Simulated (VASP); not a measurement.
# KYSi4 (P4/mmm) in VASP: a series of runs

The runs below take KYSi4 through single point, relaxation of cell and atoms, with PBE+D3(BJ).

Everything below comes from runs of VASP 6.6.1. Logs are shortened: lines on timing, memory, paths and dates and some standing lists are left out, and cuts for length are marked.

## Step 1: The cell of the first run

It takes space group P4/mmm (No. 123, tetragonal). The conventional cell has a = 4.133 Å, b = 4.133 Å, c = 8.060 Å, α = 90.00°, β = 90.00°, γ = 90.00°. K (site symmetry 4/mmm) has 10 Si at 2.92 to 3.14 Å within 3.8 Å. Within 3.8 Å of Y (site symmetry 4/mmm) lie 10 Si at 2.88 to 3.13 Å. Si (site symmetry 4mm) has 1 Si at 2.31 Å and 1 Y at 2.88 Å within 3.1 Å. Si (site symmetry 4mm) has 1 Si at 2.22 Å within 2.9 Å.

## Step 2: Single point, PBE+D3(BJ)

INCAR

```
SYSTEM = KYSi4
  PREC = Accurate
  ENCUT = 520
  EDIFF = 1E-7
  ISMEAR = 0
  SIGMA = 0.1
  LREAL = .FALSE.
  LASPH = .TRUE.
  NELM = 100
  ALGO = Normal
  ISIF = 2
  LWAVE = .FALSE.
  LCHARG = .FALSE.
  GGA = PE
  IVDW = 12
  NBANDS = 27
```

KPOINTS

```
regular mesh
0
G
  4 4 2
  0 0 0
```

POSCAR

```
KYSi4
1.0
    4.1331323288      0.0000000000      0.0000000000
    0.0000000000      4.1331323288      0.0000000000
    0.0000000000      0.0000000000      8.0603826433
K Y Si
1 1 4
Direct
    0.0000000000      0.0000000000      0.0000000000
    0.5000000000      0.5000000000      0.5000000000
    0.5000000000      0.5000000000      0.1432456636
    0.5000000000      0.5000000000      0.8567543364
    0.0000000000      0.0000000000      0.6379610322
    0.0000000000      0.0000000000      0.3620389678
```

Potentials or basis: VASP PAW PBE potentials, release 64 (K_sv, Y_sv, Si).

Started as:

```sh
$ cat potpaw_PBE.64/K_sv/POTCAR potpaw_PBE.64/Y_sv/POTCAR potpaw_PBE.64/Si/POTCAR > POTCAR
$ mpirun -np 1 vasp_std > vasp.out
```

OUTCAR:

```text
SYSTEM = KYSi4
   PREC = Accurate
   ENCUT = 520
   EDIFF = 1E-7
   ISMEAR = 0
   LREAL = .FALSE.
   LASPH = .TRUE.
   NELM = 100
   ISIF = 2
   GGA = PE
   IVDW = 12
 IVDW          = 12

 ion  position               nearest neighbor table
   1  0.000  0.000  0.000-   5 2.92   6 2.92   3 3.14   4 3.14   3 3.14   4 3.14   3 3.14   4 3.14
                             3 3.14   4 3.14
   2  0.500  0.500  0.500-   3 2.88   4 2.88   5 3.13   6 3.13   5 3.13   6 3.13   5 3.13   6 3.13
                             5 3.13   6 3.13
   3  0.500  0.500  0.143-   4 2.31   2 2.88   1 3.14   1 3.14   1 3.14   1 3.14
   4  0.500  0.500  0.857-   3 2.31   2 2.88   1 3.14   1 3.14   1 3.14   1 3.14
   5  0.000  0.000  0.638-   6 2.22   1 2.92   2 3.13   2 3.13   2 3.13   2 3.13
   6  0.000  0.000  0.362-   5 2.22   1 2.92   2 3.13   2 3.13   2 3.13   2 3.13

  LATTYP: Found a simple tetragonal cell.
 ALAT       =     4.1331323288
 C/A-ratio  =     1.9501874129

  Lattice vectors:

 A1 = (   4.1331323288,   0.0000000000,   0.0000000000)
 A2 = (   0.0000000000,   4.1331323288,   0.0000000000)
 A3 = (   0.0000000000,   0.0000000000,   8.0603826433)

Analysis of symmetry for initial positions (statically):
=====================================================================
 Subroutine PRICEL returns:
 Original cell was already a primitive cell.

 Routine SETGRP: Setting up the symmetry group for a
 simple tetragonal supercell.

 Subroutine GETGRP returns: Found 16 space group operations
 (whereof 16 operations were pure point group operations)
 out of a pool of 16 trial point group operations.

The static configuration has the point symmetry D_4h.

Analysis of symmetry for dynamics (positions and initial velocities):
=====================================================================
 Subroutine PRICEL returns:
 Original cell was already a primitive cell.

 Routine SETGRP: Setting up the symmetry group for a
 simple tetragonal supercell.

 Subroutine GETGRP returns: Found 16 space group operations
 (whereof 16 operations were pure point group operations)
 out of a pool of 16 trial point group operations.

The dynamic configuration has the point symmetry D_4h.

 Subroutine INISYM returns: Found 16 space group operations
 (whereof 16 operations are pure point group operations),
 and found     1 'primitive' translations

----------------------------------------------------------------------------------------

                                     Primitive cell

  volume of cell :     137.6938

  direct lattice vectors                    reciprocal lattice vectors
     4.133132329  0.000000000  0.000000000     0.241947250  0.000000000  0.000000000
     0.000000000  4.133132329  0.000000000     0.000000000  0.241947250  0.000000000
     0.000000000  0.000000000  8.060382643     0.000000000  0.000000000  0.124063589

  length of vectors
     4.133132329  4.133132329  8.060382643     0.241947250  0.241947250  0.124063589

  position of ions in fractional coordinates (direct lattice)
     0.000000000  0.000000000  0.000000000
     0.500000000  0.500000000  0.500000000
     0.500000000  0.500000000  0.143245664
     0.500000000  0.500000000  0.856754336
     0.000000000  0.000000000  0.637961032
     0.000000000  0.000000000  0.362038968

  ion indices of the primitive-cell ions
   primitive index   ion index
                 1           1
                 2           2
                 3           3
                 4           4
                 5           5
                 6           6

----------------------------------------------------------------------------------------

 KPOINTS: regular mesh

Automatic generation of k-mesh.
 Grid dimensions read from file:
 generate k-points for:    4    4    2

 Generating k-lattice:

  Cartesian coordinates                     Fractional coordinates (reciprocal lattice)
     0.060486812  0.000000000  0.000000000     0.250000000  0.000000000  0.000000000
     0.000000000  0.060486812  0.000000000     0.000000000  0.250000000  0.000000000
     0.000000000  0.000000000  0.062031795     0.000000000  0.000000000  0.500000000

  Length of vectors
     0.060486812  0.060486812  0.062031795

  Shift w.r.t. Gamma in fractional coordinates (k-lattice)
     0.000000000  0.000000000  0.000000000

 Subroutine IBZKPT returns following result:
 ===========================================

 Found     12 irreducible k-points:

 Following reciprocal coordinates:
            Coordinates               Weight
  0.000000  0.000000  0.000000      1.000000
  0.250000  0.000000  0.000000      4.000000
  0.500000  0.000000  0.000000      2.000000
  0.250000  0.250000  0.000000      4.000000
  0.500000  0.250000  0.000000      4.000000
  0.500000  0.500000  0.000000      1.000000
  0.000000  0.000000  0.500000      1.000000
  0.250000  0.000000  0.500000      4.000000
  0.500000  0.000000  0.500000      2.000000
  0.250000  0.250000  0.500000      4.000000
  0.500000  0.250000  0.500000      4.000000
  0.500000  0.500000  0.500000      1.000000
   k-points           NKPTS =     12   k-points in BZ     NKDIM =     12   number of bands    NBANDS=     27
   number of dos      NEDOS =    301   number of ions     NIONS =      6
   total plane-waves  NPLWV =  61440
   dimension x,y,z NGX =    32 NGY =   32 NGZ =   60
   dimension x,y,z NGXF=    64 NGYF=   64 NGZF=  120
   ions per type =               1   1   4
   NGX,Y,Z   is equivalent  to a cutoff of  12.87, 12.87, 12.38 a.u.
   NGXF,Y,Z  is equivalent  to a cutoff of  25.74, 25.74, 24.75 a.u.
 SYSTEM =  KYSi4
   PREC   = accura    normal or accurate (medium, high low for compatibility)
   ISTART =      0    job   : 0-new  1-cont  2-samecut
   ICHARG =      2    charge: 1-file 2-atom 10-const
   ISPIN  =      1    spin polarized calculation?
   LNONCOLLINEAR =      F non collinear calculations
   LSORBIT =      F    spin-orbit coupling
   LASPH  =      T    aspherical Exc in radial PAW
   ENCUT  =  520.0 eV  38.22 Ry    6.18 a.u.   7.68  7.68 14.99*2*pi/ulx,y,z
   NELM   =    100;   NELMIN=  2; NELMDL= -5     # of ELM steps
   EDIFF  = 0.1E-06   stopping-criterion for ELM
   LREAL  =      F    real-space projection
   EDIFFG = 0.1E-05   stopping-criterion for IOM
   NSW    =      0    number of steps for IOM
   IBRION =     -1    ionic relax: 0-MD 1-quasi-New 2-CG
   NFREE  =      0    steps in history (QN), initial steepest desc. (CG)
   ISIF   =      2    stress and relaxation
   ISYM   =      2    0-nonsym 1-usesym 2-fastsym
   POTIM  = 0.5000    time-step for ionic-motion
   TEBEG  =    0.0;   TEEND  =   0.0 temperature during run
   PSTRESS=    0.0 pullay stress
   NELECT =      36.0000    total number of electrons
   NUPDOWN=      -1.0000    fix difference up-down
   EMIN   =  10.00;   EMAX   =-10.00  energy-range for DOS
   EFERMI =   0.00;   METHOD = LEGACY
   ISMEAR =     0;   SIGMA  =   0.10  broadening in eV -4-tet -1-fermi 0-gaus
   EFERMI_NEDOS =   21; number of points for ismear=-14 and -15
   IALGO  =     38    algorithm
   IMIX   =      4    mixing-type and parameters
     AMIX     =   0.40;   BMIX     =  1.00
     AMIX_MAG =   1.60;   BMIX_MAG =  1.00
  volume/ion in A,a.u.               =      22.95       154.87
  Fermi-wavevector in a.u.,A,eV,Ry     =   1.046817  1.978198 14.909625  1.095827
  Thomas-Fermi vector in A             =   2.181671
   LORBIT       =      0    0 simple, 1 ext, 2 COOP (PROOUT), +10 PAW based schemes
   GGA     = PE    functional components
   LHFCALC =     F    Hartree Fock is set to
   AEXX    =    0.0000 exact exchange contribution
   IVDW    =    12    specifies the selected vdW correction
   LEPSILON=     F    determine dielectric tensor
   LRPA    =     F    only Hartree local field effects (RPA)
 non-spin polarized calculation
 Gauss-broadening in eV      SIGMA  =   0.10
  energy-cutoff  :      520.00
  volume of cell :      137.69
 maximum number of plane-waves:      3740
 NGX is ok and might be reduce to    32
   NGX = 15   NGY = 15   NGZ = 29

 number of electron      35.9999999 magnetization

 Free energy of the ion-electron system (eV)
  ---------------------------------------------------
  ext. energy  EPLUGINS =         0.00000000
  ---------------------------------------------------
  free energy    TOTEN  =       -27.08088586 eV

  energy without entropy =      -27.06964804  energy(sigma->0) =      -27.07526695

 E-fermi :   4.2093     XC(G=0):  -9.5200

 val. band max:        4.1256708040   @ k =   0.0000   0.0000   0.5000
 cond. band min:       4.2110666359   @ k =   0.5000   0.0000   0.0000
 fundamental gap:      0.0853958319
 Fermi energy:         4.2093180890

 k-point     1 :       0.0000    0.0000    0.0000
  band No.  band energies     occupation
      1     -38.3214      2.00000
      2     -25.2913      2.00000
      3     -18.3743      2.00000
      4     -18.2828      2.00000
      5     -18.2828      2.00000
      6      -9.1305      2.00000
[... 19 lines left out ...]
     26       8.0430      0.00000
     27       8.1366      0.00000

 k-point     2 :       0.2500    0.0000    0.0000
  band No.  band energies     occupation
      1     -38.3196      2.00000
      2     -25.2858      2.00000
      3     -18.3693      2.00000
      4     -18.3293      2.00000
      5     -18.2777      2.00000
      6      -9.1047      2.00000
[... 19 lines left out ...]
     26       8.3090      0.00000
     27       8.3302      0.00000

 k-point     3 :       0.5000    0.0000    0.0000
  band No.  band energies     occupation
      1     -38.3178      2.00000
      2     -25.2802      2.00000
      3     -18.3752      2.00000
      4     -18.3642      2.00000
      5     -18.2726      2.00000
      6      -9.1923      2.00000
[... 234 lines left out ...]
      1     -38.3161      2.00000
      2     -25.2752      2.00000
      3     -18.3655      2.00000
      4     -18.3599      2.00000
      5     -18.3144      2.00000
      6      -9.1183      2.00000
[... 19 lines left out ...]
     26       8.8836      0.00000
     27       9.0664      0.00000

 k-point    12 :       0.5000    0.5000    0.5000
  band No.  band energies     occupation
      1     -38.3144      2.00000
      2     -25.2701      2.00000
      3     -18.3557      2.00000
      4     -18.3557      2.00000
      5     -18.3556      2.00000
      6      -9.0487      2.00000
[... 19 lines left out ...]
     26       8.5349      0.00000
     27       8.6476      0.00000

------------------------ aborting loop because EDIFF is reached ----------------------------------------

 Edisp (eV)   -1.88905

 E8    (eV) :    -0.8655

  FORCE on cell =-STRESS in cart. coord.  units (eV):
  Direction    XX          YY          ZZ          XY          YZ          ZX
  --------------------------------------------------------------------------------------
  -------------------------------------------------------------------------------------
  Total       0.01114     0.01114    -0.22868     0.00000    -0.00000     0.00000
  in kB       0.12967     0.12967    -2.66091     0.00000    -0.00000     0.00000
  external pressure =       -0.80 kB  Pullay stress =        0.00 kB

 VOLUME and BASIS-vectors are now :
 -----------------------------------------------------------------------------
  energy-cutoff  :      520.00
  volume of cell :      137.69
      direct lattice vectors                 reciprocal lattice vectors
     4.133132329  0.000000000  0.000000000     0.241947250  0.000000000  0.000000000
     0.000000000  4.133132329  0.000000000     0.000000000  0.241947250  0.000000000
     0.000000000  0.000000000  8.060382643     0.000000000  0.000000000  0.124063589

 POSITION                                       TOTAL-FORCE (eV/Angst)
 -----------------------------------------------------------------------------------
      0.00000      0.00000      0.00000         0.000000     -0.000000      0.000000
      2.06657      2.06657      4.03019         0.000000     -0.000000      0.000000
      2.06657      2.06657      1.15461         0.000000     -0.000000      0.027306
      2.06657      2.06657      6.90577         0.000000      0.000000     -0.027306
      0.00000      0.00000      5.14221        -0.000000      0.000000      0.021827
      0.00000      0.00000      2.91817         0.000000     -0.000000     -0.021827
 -----------------------------------------------------------------------------------
    total drift:                                0.000000     -0.000000     -0.000000

  FREE ENERGIE OF THE ION-ELECTRON SYSTEM (eV)
  ---------------------------------------------------
  free  energy   TOTEN  =       -28.9699401694 eV

  energy  without entropy=      -28.9587023572  energy(sigma->0) =      -28.96432126
```

It took 31 s on 1 thread of Intel Xeon 6975P-C (Granite Rapids), shared host; peak memory 0.27 GiB.

Results:

```
Free energy                : -28.9699 eV
Pressure                   : -0.1 GPa
Largest force              : 0.027 eV/Å
Band gap on the k mesh     : zero (band 18 reaches 4.44 eV, above the bottom of band 19 at 3.59 eV)
Dispersion energy per atom : -0.315 eV
```

Forces in eV/Å, atoms in the order of the input:
```
K    0.000  0.000  0.000
Y    0.000  0.000  0.000
Si   0.000  0.000  0.027
Si   0.000  0.000 -0.027
Si   0.000  0.000  0.022
Si   0.000  0.000 -0.022
```

Caveat: the k points lie up to 0.39 Å⁻¹ apart; pairwise dispersion overbinds metals, which lowers pressure and volume.

## Step 3: Relaxation of cell and atoms, PBE+D3(BJ)

This run uses another cell than the first one, of 33.07 Å³/atom, 1.441 times its volume.

INCAR

```
ALGO = Normal
EDIFF = 1E-6
EDIFFG = -0.04
ENCUT = 600
GGA = PE
IBRION = 2
ISIF = 3
ISMEAR = 0
IVDW = 12
LASPH = T
LCHARG = F
LREAL = F
LWAVE = F
NELM = 100
NSW = 90
PREC = Accurate
SIGMA = 0.1
```

KPOINTS

```
k-points
0
Gamma
  4 4 2
```

POSCAR

```
KYSi4
1.0
    4.2378307400      0.0000000000      0.0000000000
    0.0000000000      4.2378307400      0.0000000000
    0.0000000000      0.0000000000     11.0473816100
K Y Si
1 1 4
Direct
    0.0000000000      0.0000000000      0.0000000000
    0.5000000000      0.5000000000      0.5000000000
    0.5000000000      0.5000000000      0.1043297100
    0.5000000000      0.5000000000      0.8956702900
    0.0000000000      0.0000000000      0.6023881200
    0.0000000000      0.0000000000      0.3976118800
```

Potentials or basis: VASP PAW PBE potentials, release 64 (K_sv, Y_sv, Si).

Started as:

```sh
$ cat potpaw_PBE.64/K_sv/POTCAR potpaw_PBE.64/Y_sv/POTCAR potpaw_PBE.64/Si/POTCAR > POTCAR
$ mpirun -np 1 vasp_std > vasp.out
```

It took 19 min on 1 thread of Intel Xeon 6975P-C (Granite Rapids), shared host; peak memory 0.45 GiB.

The run converged. Its results:

```
Free energy                            : -28.9712 eV
Relaxed volume                         : 22.92 Å³/atom
Relaxed cell                           : a = 4.135 Å, b = 4.135 Å, c = 8.042 Å, α = 90.00°, β = 90.00°, γ = 90.00°
Space group after relaxing (to 0.05 Å) : P4/mmm (No. 123)
Energy gained by relaxing              : 471.3 meV/atom
Ionic steps                            : 34
Pressure after relaxing                : 0.0 GPa
Largest force after relaxing           : 0.015 eV/Å
Band gap on the k mesh                 : zero (band 18 reaches 4.45 eV, above the bottom of band 19 at 3.61 eV)
Dispersion energy per atom             : -0.315 eV
```

Forces in eV/Å, atoms in the order of the input:
```
K    0.000  0.000  0.000
Y    0.000  0.000  0.000
Si   0.000  0.000 -0.001
Si   0.000  0.000  0.001
Si   0.000  0.000 -0.015
Si   0.000  0.000  0.015
```

Stress tensor (GPa, compression positive):
```
-0.03  0.00  0.00
 0.00 -0.03  0.00
 0.00  0.00  0.11
```

The path:
```tsv
step	energy change (eV)	largest force (eV/Å)	pressure (GPa)	volume (Å³)
1	0.0000	0.4666	-3.21	198.40
2	-0.3336	2.0448	-0.18	179.83
3	-0.3341	1.9378	-0.35	180.53
4	-0.6241	2.1286	0.21	171.29
5	-1.3430	4.8928	4.37	144.92
6	4.4143	14.9868	47.72	97.98
7	-0.2418	8.3817	10.94	139.55
8	0.5775	13.2122	23.51	118.01
9	0.0178	10.5872	15.44	130.21
10	0.2665	12.1613	19.59	123.41
11	0.1459	11.5409	17.78	126.18
12	0.1259	11.5274	17.88	125.83
13	0.0708	11.4877	18.20	124.77
14	-0.0159	11.4151	18.94	122.67
15	-0.0890	11.2247	20.79	118.53
16	-0.0794	11.0792	21.69	116.85
17	-0.1961	10.7053	21.14	117.10
18	-0.5243	9.6423	19.53	117.83
19	-1.0900	7.7454	16.54	119.31
20	-1.9072	4.7249	11.31	122.29
21	-2.6228	1.2818	3.72	128.37
22	-2.6729	0.7479	2.26	130.06
23	-2.6821	0.5015	1.50	131.07
24	-2.6823	0.4392	1.29	131.36
25	-2.7000	0.4102	1.22	131.63
26	-2.7459	0.3211	1.02	132.44
27	-2.8053	0.1335	0.76	134.04
28	-2.7999	0.5184	0.84	137.18
29	-2.8226	0.2362	0.72	135.54
30	-2.8257	0.1328	0.46	136.13
31	-2.8271	0.1009	-0.17	137.55
32	-2.8276	0.0631	0.03	137.07
33	-2.8278	0.0480	0.03	137.19
34	-2.8281	0.0146	0.02	137.52
```

Final structure:
```
CELL_PARAMETERS angstrom
4.13519 0.00000 0.00000
0.00000 4.13519 0.00000
0.00000 0.00000 8.04194
ATOMIC_POSITIONS crystal
K 0.00000 0.00000 0.00000
Y 0.50000 0.50000 0.50000
Si 0.50000 0.50000 0.14364
Si 0.50000 0.50000 0.85636
Si 0.00000 0.00000 0.63836
Si 0.00000 0.00000 0.36164
```

Levels at points of the mesh, in eV from the Fermi level:
```
           k point  band 14  band 15  band 16  band 17  band 18  band 19  band 20  band 21  band 22
(0.00, 0.00, 0.00)    -0.82    -0.82    -0.17    -0.17    -0.02     0.01     0.99     0.99     2.41
(0.50, 0.00, 0.00)    -3.06    -1.55    -1.45    -0.20     0.01     1.25     1.35     1.69     2.28
(0.50, 0.50, 0.00)    -2.95    -2.32    -2.32    -2.21    -1.26    -0.47    -0.47     2.30     2.30
(0.00, 0.00, 0.50)    -0.69    -0.54    -0.54    -0.08     0.04     0.18     1.92     2.01     2.01
(0.50, 0.00, 0.50)    -2.10    -1.71    -1.56    -1.48    -0.36     1.97     2.25     2.57     2.66
(0.50, 0.50, 0.50)    -2.85    -2.56    -2.56    -1.00    -0.53     0.56     0.56     0.87     0.87
```

Caveat: the k points lie up to 0.39 Å⁻¹ apart in the final cell; the volume moved by over 15 % at a fixed basis, so the end points are rough; pairwise dispersion overbinds metals, which lowers pressure and volume.

(Part 1 of 2 ends here.)
